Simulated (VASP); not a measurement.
BN, 4 atoms in the cell. Symmetry: P6_3mc, No. 186, hexagonal system. Conventional cell: a = 2.544 Å, b = 2.544 Å, c = 4.208 Å, α = 90.00°, β = 90.00°, γ = 120.00°. Within 2.1 Å of B (site symmetry 3m) lie 4 N at 1.56 to 1.58 Å. Within 2.1 Å of N (site symmetry 3m) lie 4 B at 1.56 to 1.58 Å. 

| Property | Result |
| --- | --- |
| Program | VASP 6.6.1 |
| Task | single point |
| Functional | PBE |
| Potentials or basis | VASP PAW PBE potentials, release 64 (B, N) |
| Cutoff | 520 eV |
| k mesh | 6 × 6 × 4 |
| Occupations | gaussian, width 0.01 eV |
| Spin | no spin polarisation |
| Dipole correction | no |
| Further INCAR settings | ALGO = Normal; EDIFF = 1e-06; NBANDS = 16 |

Potentials or basis: VASP PAW PBE potentials, release 64 (B, N).

Launch:

```sh
$ cat potpaw_PBE.64/B/POTCAR potpaw_PBE.64/N/POTCAR > POTCAR
$ mpirun -np 1 vasp_std > vasp.out
```

Hardware: 1 thread of Intel(R) Xeon(R) Platinum 8259CL CPU @ 2.50GHz (Skylake/Cascade Lake), with other jobs on the host.

Task: Estimate the wall time of this run.

Result: Wall time 7 s on 1 thread of Intel(R) Xeon(R) Platinum 8259CL CPU @ 2.50GHz (Skylake/Cascade Lake), with other jobs on the host, peak memory 0.13 GiB. Counts: scf iterations 12, k points 21.
